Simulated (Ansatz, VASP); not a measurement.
# Two plane-wave programs on AlO2

```
CELL_PARAMETERS angstrom
9.49128 0.00000 0.00000
0.00000 2.87604 0.00000
0.00000 0.00000 4.12108
ATOMIC_POSITIONS crystal
Al 0.13751 0.25000 0.91184
Al 0.86249 0.75000 0.08816
Al 0.36249 0.75000 0.41184
Al 0.63751 0.25000 0.58816
O 0.80703 0.25000 0.35525
O 0.19297 0.75000 0.64475
O 0.69297 0.75000 0.85525
O 0.30703 0.25000 0.14475
O 0.93814 0.25000 0.81919
O 0.06186 0.75000 0.18081
O 0.56186 0.75000 0.31919
O 0.43814 0.25000 0.68081
```

Alike in both runs: functional PBE; k mesh 3 × 8 × 5; occupations fermi-dirac, width 0.1 eV; no spin polarisation.

Ansatz relaxed the structure, and its values are those at the end. VASP's run is a single point on that final structure, the one shown.

|  | VASP | Ansatz |
| --- | --- | --- |
| version | VASP 6.6.1 | Ansatz 0.2.0 |
| potentials or method | VASP PAW PBE potentials, release 64 (Al, O), cutoff 520 eV | PAW plane waves |
| valence electrons in the cell | 60 | 60 |

Ansatz gave:

| Property | Result |
| --- | --- |
| gap on the k mesh at the Fermi level (eV) | none |
| pressure (GPa) | 0.0 |
| rms of the force components (eV/Å) | 0.003 |

**Question.** What did VASP give for the same quantities?

**Answer.** gap on the k mesh at the Fermi level (eV): none; pressure (GPa): -0.1; rms of the force components (eV/Å): 0.005.

A gap of «none» marks a metal or a gap that the smearing closes.
